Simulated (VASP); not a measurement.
# CsMgBiO3 (R3m) in VASP: a series of runs

CsMgBiO3 is run at these levels: r2SCAN; tasks: single point.

All numbers are computed with VASP 6.6.1; they aren't measurements. Logs are shortened: lines on timing, memory, paths and dates and some standing lists are left out, and cuts for length are marked.

## (1) The cell of the first run

The structure is trigonal, space group R3m (No. 160). Conventional cell: a = 6.312 Å, b = 6.312 Å, c = 11.216 Å, α = 90.00°, β = 90.00°, γ = 120.00°. Bi (site symmetry 3m) has 3 O at 2.05 Å within 2.7 Å. Cs (site symmetry 3m) has 9 O at 3.29 to 3.32 Å and 4 Bi at 3.65 to 3.84 Å and 4 Mg at 3.72 to 4.47 Å within 4.5 Å. Within 2.5 Å of Mg (site symmetry 3m) lie 3 O at 1.89 Å. Within 2.5 Å of O (site symmetry m) lie 1 Mg at 1.89 Å and 1 Bi at 2.05 Å.

## (2) Single point, r2SCAN

File POSCAR:

```
CsMgBiO3
1.0
    3.1559439796      1.8220851061      3.7388295618
   -3.1559439796      1.8220851061      3.7388295618
    0.0000000000     -3.6441702123      3.7388295618
Bi Cs Mg O
1 1 1 3
Direct
    0.5650331571      0.5650331571      0.5650331571
    0.9074169231      0.9074169231      0.9074169231
    0.3055122576      0.3055122576      0.3055122576
    0.9811811076      0.4953255173      0.4953255173
    0.4953255173      0.4953255173      0.9811811076
    0.4953255173      0.9811811076      0.4953255173
```

File INCAR.step1:

```
  ALGO = Normal
  EDIFF = 1E-4
  ENCUT = 520
  GGA = PE
  ISMEAR = -1
  LASPH = True
  LCHARG = False
  LREAL = False
  LWAVE = True
  NBANDS = 31
  NELM = 80
  PREC = Accurate
  SIGMA = 0.05
```

File INCAR.step2:

```
  ALGO = Normal
  EDIFF = 1E-6
  ENCUT = 520
  ISIF = 2
  ISMEAR = -1
  ISTART = 1
  LASPH = True
  LCHARG = True
  LELF = True
  LMIXTAU = True
  LREAL = False
  LVHAR = True
  LWAVE = False
  METAGGA = R2SCAN
  NBANDS = 31
  NELM = 80
  PREC = Accurate
  SIGMA = 0.05
```

File KPOINTS:

```
k-points
0
Gamma
  6 6 6
```

Potentials or basis: VASP PAW PBE potentials, release 64 (Bi_d, Cs_sv, Mg, O).

Command:

```bash
$ cat potpaw_PBE.64/Bi_d/POTCAR potpaw_PBE.64/Cs_sv/POTCAR potpaw_PBE.64/Mg/POTCAR potpaw_PBE.64/O/POTCAR > POTCAR
$ cp INCAR.step1 INCAR
$ mpirun -np 1 vasp_std > vasp.out
$ cp INCAR.step2 INCAR
$ mpirun -np 1 vasp_std > vasp.out
```

OUTCAR:

```text
EDIFF = 1E-6
   ENCUT = 520
   ISIF = 2
   ISMEAR = -1
   ISTART = 1
   LASPH = True
   LREAL = False
   METAGGA = R2SCAN
   NELM = 80
   PREC = Accurate

 ion  position               nearest neighbor table
   1  0.565  0.565  0.565-   5 2.05   4 2.05   6 2.05   3 2.91   3 3.74   3 3.74   3 3.74
   2  0.907  0.907  0.907-
   3  0.306  0.306  0.306-   5 1.89   4 1.89   6 1.89   1 2.91   1 3.74   1 3.74   1 3.74
   4  0.981  0.495  0.495-   3 1.89   1 2.05
   5  0.495  0.495  0.981-   3 1.89   1 2.05
   6  0.495  0.981  0.495-   3 1.89   1 2.05

  LATTYP: Found a trigonal (rhomboedric) cell.
 ALAT       =     5.2209982789
 COS(alpha) =     0.2692287270

  Lattice vectors:

 A1 = (   3.1559439796,   1.8220851061,   3.7388295618)
 A2 = (  -3.1559439796,   1.8220851061,   3.7388295618)
 A3 = (   0.0000000000,  -3.6441702123,   3.7388295618)

Analysis of symmetry for initial positions (statically):
=====================================================================
 Subroutine PRICEL returns:
 Original cell was already a primitive cell.

 Routine SETGRP: Setting up the symmetry group for a
 trigonal (rhombohedral) supercell.

 Subroutine GETGRP returns: Found  6 space group operations
 (whereof  6 operations were pure point group operations)
 out of a pool of 12 trial point group operations.

The static configuration has the point symmetry C_3v.

Analysis of symmetry for dynamics (positions and initial velocities):
=====================================================================
 Subroutine PRICEL returns:
 Original cell was already a primitive cell.

 Routine SETGRP: Setting up the symmetry group for a
 trigonal (rhombohedral) supercell.

 Subroutine GETGRP returns: Found  6 space group operations
 (whereof  6 operations were pure point group operations)
 out of a pool of 12 trial point group operations.

The dynamic configuration has the point symmetry C_3v.

 Subroutine INISYM returns: Found  6 space group operations
 (whereof  6 operations are pure point group operations),
 and found     1 'primitive' translations

----------------------------------------------------------------------------------------

                                     Primitive cell

[... 90 lines left out ...]
   ISTART =      1    job   : 0-new  1-cont  2-samecut
   ICHARG =      0    charge: 1-file 2-atom 10-const
   ISPIN  =      1    spin polarized calculation?
   LNONCOLLINEAR =      F non collinear calculations
   LSORBIT =      F    spin-orbit coupling
   LASPH  =      T    aspherical Exc in radial PAW
   ENCUT  =  520.0 eV  38.22 Ry    6.18 a.u.   9.71  9.71  9.71*2*pi/ulx,y,z
   NELM   =     80;   NELMIN=  2; NELMDL=  0     # of ELM steps
   EDIFF  = 0.1E-05   stopping-criterion for ELM
   LREAL  =      F    real-space projection
   EDIFFG = 0.1E-04   stopping-criterion for IOM
   NSW    =      0    number of steps for IOM
   IBRION =     -1    ionic relax: 0-MD 1-quasi-New 2-CG
   NFREE  =      0    steps in history (QN), initial steepest desc. (CG)
   ISIF   =      2    stress and relaxation
   ISYM   =      2    0-nonsym 1-usesym 2-fastsym
   POTIM  = 0.5000    time-step for ionic-motion
   TEBEG  =    0.0;   TEEND  =   0.0 temperature during run
   PSTRESS=    0.0 pullay stress
   NELECT =      44.0000    total number of electrons
   NUPDOWN=      -1.0000    fix difference up-down
   EMIN   =  10.00;   EMAX   =-10.00  energy-range for DOS
   EFERMI =   0.00;   METHOD = LEGACY
   ISMEAR =    -1;   SIGMA  =   0.05  broadening in eV -4-tet -1-fermi 0-gaus
   EFERMI_NEDOS =   21; number of points for ismear=-14 and -15
   IALGO  =     38    algorithm
   IMIX   =      4    mixing-type and parameters
     AMIX     =   0.40;   BMIX     =  1.00
     AMIX_MAG =   1.60;   BMIX_MAG =  1.00
  volume/ion in A,a.u.               =      21.50       145.09
  Fermi-wavevector in a.u.,A,eV,Ry     =   1.143837  2.161538 17.801357  1.308363
  Thomas-Fermi vector in A             =   2.280531
   LORBIT       =      0    0 simple, 1 ext, 2 COOP (PROOUT), +10 PAW based schemes
   METAGGA = R2SCAN    functional components
   LHFCALC =     F    Hartree Fock is set to
   AEXX    =    0.0000 exact exchange contribution
   IVDW    =     0    specifies the selected vdW correction
   LEPSILON=     F    determine dielectric tensor
   LRPA    =     F    only Hartree local field effects (RPA)
 non-spin polarized calculation
  energy-cutoff  :      520.00
  volume of cell :      129.00
 maximum number of plane-waves:      3511
   NGX = 19   NGY = 19   NGZ = 19

 number of electron      44.0000011 magnetization

 Free energy of the ion-electron system (eV)
  ---------------------------------------------------
  ext. energy  EPLUGINS =         0.00000000
  ---------------------------------------------------
  free energy    TOTEN  =      -115.82728412 eV

  energy without entropy =     -115.82728412  energy(sigma->0) =     -115.82728412

 E-fermi :   3.1068     XC(G=0):  -9.1800

 val. band max:        2.0719429876   @ k =   0.5000   0.5000   0.5000
 cond. band min:       5.1442923536   @ k =   0.5000   0.5000   0.3333
 fundamental gap:      3.0723493660
 Fermi energy:         3.1067584384

 k-point     1 :       0.0000    0.0000    0.0000
  band No.  band energies     occupation
      1     -21.0303      2.00000
      2     -21.0303      2.00000
      3     -20.6469      2.00000
      4     -20.6103      2.00000
      5     -20.6103      2.00000
      6     -19.3447      2.00000
[... 805 lines left out ...]
     30      10.2614      0.00000
     31      10.9089      0.00000

 [... further k-points ...]
[... 5 lines left out ...]
  --------------------------------------------------------------------------------------
  -------------------------------------------------------------------------------------
  Total        1.8432938      1.8432938      1.7221007     -0.0000000     -0.0000000      0.0000000
  in kB       22.8939259     22.8939259     21.3886943     -0.0000000     -0.0000000      0.0000000
  external PRESSURE =      22.3921821 kB  Pullay stress =       0.0000000 kB

 VOLUME and BASIS-vectors are now :
 -----------------------------------------------------------------------------
  energy-cutoff  :      520.00
  volume of cell :      129.00
      direct lattice vectors                 reciprocal lattice vectors
     3.155943980  1.822085106  3.738829562     0.158431203  0.091470297  0.089154461
    -3.155943980  1.822085106  3.738829562    -0.158431203  0.091470297  0.089154461
     0.000000000 -3.644170212  3.738829562     0.000000000 -0.182940595  0.089154461

 POSITION                                       TOTAL-FORCE (eV/Angst)
 -----------------------------------------------------------------------------------
      0.00000     -0.00000      6.33769         0.000000      0.000000     -0.190893
      0.00000     -0.00000     10.17803         0.000000     -0.000000      0.003647
      0.00000     -0.00000      3.42677         0.000000     -0.000000      0.029794
      1.53333      0.88527      7.37234         0.096952      0.055975      0.052484
      0.00000     -1.77054      7.37234         0.000000     -0.111950      0.052484
     -1.53333      0.88527      7.37234        -0.096952      0.055975      0.052484
 -----------------------------------------------------------------------------------
    total drift:                               -0.000000     -0.000000      0.000768

  FREE ENERGIE OF THE ION-ELECTRON SYSTEM (eV)
  ---------------------------------------------------
  free  energy   TOTEN  =      -115.8272841169 eV

  energy  without entropy=     -115.8272841168  energy(sigma->0) =     -115.82728412
```

Run time: 9.9 min. Hardware: 1 thread of Oxide Virtual Turin-like, shared host; peak memory 0.31 GiB.

Results:

- Free energy: -115.8273 eV
- Pressure: 2.2 GPa
- Largest force: 0.191 eV/Å
- Band gap on the k mesh: 3.07 eV (least direct gap 3.12 eV)

Forces in eV/Å, atoms in the order of the input:
```
Bi   0.000  0.000 -0.191
Cs   0.000  0.000  0.004
Mg   0.000  0.000  0.030
O    0.097  0.056  0.052
O    0.000 -0.112  0.052
O   -0.097  0.056  0.052
```

Stress tensor (GPa, compression positive):
```
2.29 0.00 0.00
0.00 2.29 0.00
0.00 0.00 2.14
```

Caveat: the PAW data sets were made with another functional, which shifts forces and pressure a little; spin-orbit coupling is left out, which moves the levels of the heavy elements.

## (3) Single point, r2SCAN

This run uses another cell than the first one, of 23.41 Å³/atom.

File POSCAR:

```
CsMgBiO3
1.0
    3.1824693044      1.8373995096      4.0041934116
   -3.1824693044      1.8373995096      4.0041934116
    0.0000000000     -3.6747990192      4.0041934116
Bi Cs Mg O
1 1 1 3
Direct
    0.5716558090      0.5716558090      0.5716558090
    0.8936620309      0.8936620309      0.8936620309
    0.3169409488      0.3169409488      0.3169409488
    0.9790321404      0.4942517755      0.4942517755
    0.4942517755      0.4942517755      0.9790321404
    0.4942517755      0.9790321404      0.4942517755
```

File INCAR.step1:

```
ALGO     = Normal         # electronic algorithm
EDIFF    = 1E-4           # SCF threshold, eV
ENCUT    = 520            # plane-wave cutoff, eV
GGA      = PE             # functional
ISMEAR   = -1             # smearing method
LASPH    = T              # aspherical terms in the spheres
LCHARG   = F              # write CHGCAR
LREAL    = F              # projectors in reciprocal space
LWAVE    = T              # write WAVECAR
NBANDS   = 31             # bands
NELM     = 80             # most SCF steps
PREC     = Accurate       # precision mode
SIGMA    = 0.05           # smearing width, eV
```

File INCAR.step2:

```
ALGO     = Normal         # electronic algorithm
EDIFF    = 1E-6           # SCF threshold, eV
ENCUT    = 520            # plane-wave cutoff, eV
ISIF     = 2              # what is computed and relaxed
ISMEAR   = -1             # smearing method
ISTART   = 1            
LASPH    = T              # aspherical terms in the spheres
LCHARG   = T              # write CHGCAR
LELF     = T              # ELF
LMIXTAU  = T            
LREAL    = F              # projectors in reciprocal space
LVHAR    = T            
LWAVE    = F              # write WAVECAR
METAGGA  = R2SCAN         # meta-GGA
NBANDS   = 31             # bands
NELM     = 80             # most SCF steps
PREC     = Accurate       # precision mode
SIGMA    = 0.05           # smearing width, eV
```

KPOINTS is that of step 2.

Potentials or basis: VASP PAW PBE potentials, release 64 (Bi_d, Cs_sv, Mg, O).

Command:

```bash
$ cat potpaw_PBE.64/Bi_d/POTCAR potpaw_PBE.64/Cs_sv/POTCAR potpaw_PBE.64/Mg/POTCAR potpaw_PBE.64/O/POTCAR > POTCAR
$ cp INCAR.step1 INCAR
$ mpirun -np 1 vasp_std > vasp.out
$ cp INCAR.step2 INCAR
$ mpirun -np 1 vasp_std > vasp.out
```

Wall time 9 min (1 thread of Oxide Virtual Turin-like, shared host); peak memory 0.32 GiB.

Results (log left out):

```
Free energy            : -115.8975 eV
Pressure               : 0.2 GPa
Largest force          : 0.180 eV/Å
Band gap on the k mesh : 3.36 eV (least direct gap 3.49 eV)
```

Forces on the atoms (eV/Å):
```
Bi   0.000  0.000 -0.180
Cs   0.000  0.000  0.004
Mg   0.000  0.000  0.018
O    0.104  0.060  0.053
O    0.000 -0.120  0.053
O   -0.104  0.060  0.053
```

Stress tensor (GPa, compression positive):
```
0.21 0.00 0.00
0.00 0.21 0.00
0.00 0.00 0.12
```

Levels at points of the mesh, in eV from the valence-band top:
```
           k point  band 19  band 20  band 21  band 22  band 23  band 24  band 25  band 26
(0.00, 0.00, 0.00)    -1.59    -1.28    -1.28    -0.84     3.82     5.26     5.26     6.20
(0.50, 0.00, 0.00)    -1.64    -1.37    -1.15    -0.87     3.77     5.25     5.62     5.95
(0.50, 0.50, 0.00)    -1.55    -1.36    -1.08    -0.37     3.63     4.37     4.91     6.00
(0.50, 0.50, 0.50)    -1.26    -1.26    -0.79     0.00     3.53     3.53     3.54     4.82
```

Caveat: the PAW data sets were made with another functional, which shifts forces and pressure a little; spin-orbit coupling is left out, which moves the levels of the heavy elements. A k mesh can miss the band edges.
